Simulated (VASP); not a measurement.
# MgO (I4/mmm) in VASP: further runs, part 2 of 2

VASP 6.6.1.

## (5) Single point, r2SCAN (uniaxial z strain +3.0%)

The input, POSCAR:

```
MgO
1.0
    0.0000000000      2.1021674155      2.1652324379
    2.1021674155      0.0000000000      2.1652324379
    2.1021674155      2.1021674155      0.0000000000
Mg O
1 1
Direct
    0.0000000000      0.0000000000      0.0000000000
    0.5000000000      0.5000000000      0.5000000000
```

The input, INCAR.step1:

```
PREC = Accurate ; ENCUT = 920
ISMEAR = 0 ; SIGMA = 0.01
LREAL = False ; LASPH = True
NELM = 120 ; NBANDS = 15
GGA = PE ; ALGO = Normal
EDIFF = 1E-5 ; LWAVE = True
LCHARG = False ; GGA_COMPAT = False
```

The input, INCAR.step2:

```
PREC = Accurate ; ENCUT = 920
EDIFF = 1E-6 ; ISMEAR = 0
SIGMA = 0.01 ; LREAL = False
LASPH = True ; NELM = 120
ALGO = Normal ; ISIF = 2
LWAVE = False ; LCHARG = False
METAGGA = R2SCAN ; LMIXTAU = True
NBANDS = 15 ; ISTART = 1
GGA_COMPAT = False
```

The input, KPOINTS:

```
Automatic mesh
0
Gamma
  10 10 10
```

Command:

```bash
$ cat potpaw_PBE.64/Mg_sv/POTCAR potpaw_PBE.64/O/POTCAR > POTCAR
$ cp INCAR.step1 INCAR
$ mpirun -np 1 vasp_std > vasp.out
$ cp INCAR.step2 INCAR
$ mpirun -np 1 vasp_std > vasp.out
```

Wall time 3.2 min (1 thread of AMD EPYC 7R13 (Zen 3), shared host); peak memory 0.18 GiB.

It converged, with:

| Quantity | Value |
| --- | --- |
| Free energy | -16.1430 eV |
| Pressure | -3.8 GPa |
| Band gap on the k mesh | 5.36 eV |

Stress tensor (GPa, compression positive):
```
-2.12  0.00  0.00
 0.00 -2.12  0.00
 0.00  0.00 -7.16
```

Levels at points of the mesh, in eV from the valence-band top:
| k point | band 4 | band 5 | band 6 | band 7 | band 8 | band 9 | band 10 | band 11 | band 12 | band 13 |
| --- | --- | --- | --- | --- | --- | --- | --- | --- | --- | --- |
| (0.00, 0.00, 0.00) | -40.18 | -18.11 | -0.06 | -0.06 | 0.00 | 5.36 | 16.48 | 16.79 | 16.79 | 20.73 |
| (0.50, 0.00, 0.00) | -40.18 | -16.89 | -4.53 | -0.72 | -0.66 | 8.63 | 13.51 | 16.91 | 17.56 | 22.08 |
| (0.50, 0.50, 0.00) | -40.20 | -16.74 | -4.08 | -1.29 | -1.29 | 10.18 | 10.89 | 13.74 | 20.28 | 20.28 |
| (0.50, 0.00, 0.50) | -40.21 | -16.66 | -3.98 | -1.50 | -1.32 | 9.87 | 10.84 | 14.14 | 19.64 | 20.23 |

Caveat: the cell differs from its parent crystal (uniaxial z strain +3.0%); the stress differs along the axes, from -7 to -2 GPa; the PAW data sets were made with another functional, which shifts forces and pressure a little.

## (6) Single point, r2SCAN (uniaxial z strain +1.0%)

The input, POSCAR:

```
MgO
1.0
    0.0000000000      2.1021674155      2.1231890896
    2.1021674155      0.0000000000      2.1231890896
    2.1021674155      2.1021674155      0.0000000000
Mg O
1 1
Direct
    0.0000000000      0.0000000000      0.0000000000
    0.5000000000      0.5000000000      0.5000000000
```

The input, INCAR.step1:

```
SYSTEM = MgO
ALGO     = Normal         ! electronic algorithm
EDIFF    = 1E-5           ! SCF threshold, eV
ENCUT    = 920            ! plane-wave cutoff, eV
GGA      = PE             ! functional
GGA_COMPAT= .FALSE.      
ISMEAR   = 0              ! smearing method
LASPH    = .TRUE.         ! aspherical terms in the spheres
LCHARG   = .FALSE.        ! write CHGCAR
LREAL    = .FALSE.        ! projectors in reciprocal space
LWAVE    = .TRUE.         ! write WAVECAR
NBANDS   = 15             ! bands
NELM     = 120            ! most SCF steps
PREC     = Accurate       ! precision mode
SIGMA    = 0.01           ! smearing width, eV
```

The input, INCAR.step2:

```
SYSTEM = MgO
ALGO     = Normal         ! electronic algorithm
EDIFF    = 1E-6           ! SCF threshold, eV
ENCUT    = 920            ! plane-wave cutoff, eV
GGA_COMPAT= .FALSE.      
ISIF     = 2              ! what is computed and relaxed
ISMEAR   = 0              ! smearing method
ISTART   = 1            
LASPH    = .TRUE.         ! aspherical terms in the spheres
LCHARG   = .FALSE.        ! write CHGCAR
LMIXTAU  = .TRUE.       
LREAL    = .FALSE.        ! projectors in reciprocal space
LWAVE    = .FALSE.        ! write WAVECAR
METAGGA  = R2SCAN         ! meta-GGA
NBANDS   = 15             ! bands
NELM     = 120            ! most SCF steps
PREC     = Accurate       ! precision mode
SIGMA    = 0.01           ! smearing width, eV
```

The input, KPOINTS:

```
k-points
0
G
  10 10 10
  0 0 0
```

Potentials or basis: VASP PAW PBE potentials, release 64 (Mg_sv, O).

Command:

```bash
$ cat potpaw_PBE.64/Mg_sv/POTCAR potpaw_PBE.64/O/POTCAR > POTCAR
$ cp INCAR.step1 INCAR
$ mpirun -np 1 vasp_std > vasp.out
$ cp INCAR.step2 INCAR
$ mpirun -np 1 vasp_std > vasp.out
```

Run time: 3.4 min. Hardware: 1 thread of AMD EPYC 7R13 (Zen 3), shared host; peak memory 0.18 GiB.

The run converged. Its results:

```
Free energy            : -16.1538 eV
Pressure               : -1.1 GPa
Band gap on the k mesh : 5.59 eV
```

Stress tensor (GPa, compression positive):
```
-0.40  0.00  0.00
 0.00 -0.40  0.00
 0.00  0.00 -2.43
```

Levels at points of the mesh, in eV from the valence-band top:
```
           k point  band 4  band 5  band 6  band 7  band 8  band 9  band 10  band 11  band 12  band 13
(0.00, 0.00, 0.00)  -40.09  -18.18   -0.02   -0.02    0.00    5.59    16.75    16.86    16.86    20.92
(0.50, 0.00, 0.00)  -40.09  -16.91   -4.59   -0.69   -0.67    8.79    13.77    17.34    17.57    22.42
(0.50, 0.50, 0.00)  -40.11  -16.72   -4.09   -1.34   -1.34   10.09    11.10    14.16    20.45    20.45
(0.50, 0.00, 0.50)  -40.11  -16.70   -4.06   -1.42   -1.36    9.99    11.09    14.29    20.24    20.44
```

Caveat: the cell differs from its parent crystal (uniaxial z strain +1.0%); the PAW data sets were made with another functional, which shifts forces and pressure a little.

## (7) The runs side by side

```csv
cell,gap on the mesh (eV),pressure (GPa)
"a = 3.003, b = 3.003, c = 2.973 Å, angles 60.3, 60.3, 59.3°, 2 atoms",5.47,-2.5
"a = 2.929, b = 2.929, c = 2.973 Å, angles 59.5, 59.5, 61.0°, 2 atoms",5.99,6.2
"a = 2.958, b = 2.958, c = 2.973 Å, angles 59.8, 59.8, 60.3°, 2 atoms",5.80,2.3
"a = 3.018, b = 3.018, c = 2.973 Å, angles 60.5, 60.5, 59.0°, 2 atoms",5.36,-3.8
"a = 2.988, b = 2.988, c = 2.973 Å, angles 60.2, 60.2, 59.7°, 2 atoms",5.59,-1.1
```

Alike in all rows: task single point; level r2SCAN; potentials or basis VASP PAW PBE potentials, release 64 (Mg_sv, O); no spin polarisation; k mesh 10 × 10 × 10; cutoff (eV) 920; smearing gaussian 0.01 eV.

Caveats: the PAW data sets were made with another functional, which shifts forces and pressure a little; the stress differs along the axes, from 3 to 12 GPa (at least some runs); the stress differs along the axes, from -7 to -2 GPa (at least some runs).

Total energies depend on the potentials used, so only differences within one code and one set of settings carry meaning.
